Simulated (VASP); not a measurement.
Here is a VASP 6.6.1 calculation.

File INCAR:

```
PREC = Accurate ; ENCUT = 520
EDIFF = 1E-6 ; ISMEAR = -1
SIGMA = 0.05 ; LREAL = F
LASPH = T ; NELM = 60
ALGO = Fast ; ISIF = 2
LWAVE = F ; LCHARG = T
GGA = PS ; LELF = T
LVHAR = T ; NBANDS = 26
```

File KPOINTS:

```
Automatic mesh
0
Gamma
  6 6 6
```

File POSCAR:

```
Al2Cu
1.0
   -3.0031650000      3.0031650000      2.4385000000
    3.0031650000     -3.0031650000      2.4385000000
    3.0638350000      3.0638350000     -2.4385000000
Cu Al
2 4
Direct
    0.2500000000      0.2500000000      0.0000000000
    0.7500000000      0.7500000000      0.0000000000
    0.3419000000      0.1581000000      0.5000000000
    0.8419000000      0.3419000000      0.1838000000
    0.6581000000      0.8419000000      0.5000000000
    0.1581000000      0.6581000000      0.8162000000
```

Potentials or basis: VASP PAW PBE potentials, release 64 (Cu, Al).

Command:

```bash
$ cat potpaw_PBE.64/Cu/POTCAR potpaw_PBE.64/Al/POTCAR > POTCAR
$ mpirun -np 1 vasp_std > vasp.out
```

(1) Predict the largest force.

(2) Estimate the band gap on the k mesh.

Results:

(1) 0.156 eV/Å.

(2) zero (band 17 reaches 10.36 eV, above the bottom of band 18 at 6.35 eV).

Caveat: the PAW data sets were made with another functional, which shifts forces and pressure a little.
